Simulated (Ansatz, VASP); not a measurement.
## Zr: VASP beside Ansatz

```
CELL_PARAMETERS angstrom
0.00000 3.08121 3.08121
3.08121 0.00000 3.08121
3.08121 3.08121 0.00000
ATOMIC_POSITIONS crystal
Zr 0.80750 0.89750 0.89750
Zr 0.19250 0.10250 0.10250
```

Change from the starting cell: shortest bond scaled by 0.82, LAPW.

Alike in both runs: task single point; functional PBE; k mesh 9 × 9 × 9; occupations fermi-dirac, width 0.05 eV; no spin polarisation.

|  | VASP | Ansatz |
| --- | --- | --- |
| version | VASP 6.6.1 | Ansatz 0.2.0 |
| potentials or method | VASP PAW PBE potentials, release 64 (Zr_sv), cutoff 520 eV | all-electron LAPW, scalar-relativistic |

VASP gave:

| Property | Result |
| --- | --- |
| pressure (GPa) | 7.4 |
| traceless stress, the component that is largest in VASP (GPa) | -11.49 |
| rms of the force components (eV/Å) | 1.300 |

Which values does Ansatz return?

Pressure (GPa): 7.0; traceless stress, the component that is largest in VASP (GPa): -11.12; rms of the force components (eV/Å): 1.190.

Atom by atom the forces differ by 0.110 eV/Å (rms over components). Ansatz ran all-electron here, and VASP with PAW potentials.
